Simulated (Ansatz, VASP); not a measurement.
**Two plane-wave programs on Pt**

```
CELL_PARAMETERS angstrom
2.78616 0.00000 0.00000
-1.39308 2.41288 0.00000
0.00000 0.00000 24.09955
ATOMIC_POSITIONS crystal
Pt 0.66667 0.33333 0.31121
Pt 0.33333 0.66667 0.40560
Pt 0.00000 0.00000 0.50000
Pt 0.66667 0.33333 0.59440
Pt 0.33333 0.66667 0.68879
```

Alike in both runs: task single point; functional PBEsol; k mesh 15 × 15 × 1; occupations gaussian, width 0.1 eV; no spin polarisation.

|  | VASP | Ansatz |
| --- | --- | --- |
| version | VASP 6.6.1 | Ansatz 0.2.0 |
| potentials or method | VASP PAW PBE potentials, release 64 (Pt), cutoff 520 eV | scalar-relativistic, plane waves, PAW |
| valence electrons in the cell | 50 | 90 |

|  | VASP | Ansatz | Ansatz less VASP |
| --- | --- | --- | --- |
| gap on the k mesh at the Fermi level (eV) | none | none | - |
| rms of the force components (eV/Å) | 0.098 | 0.097 | -0.0004 |

VASP's potentials were made for PBE, not for PBEsol. Atom by atom the forces differ by 0.007 eV/Å (rms over components). A gap of «none» marks a metal or a gap that the smearing closes. VASP's potentials hold 50 valence electrons a cell and Ansatz's 90, so a difference there can come from the potentials and not from the codes. Ansatz's warnings: xc potential rough in thin density.

Spin-orbit coupling is off throughout.
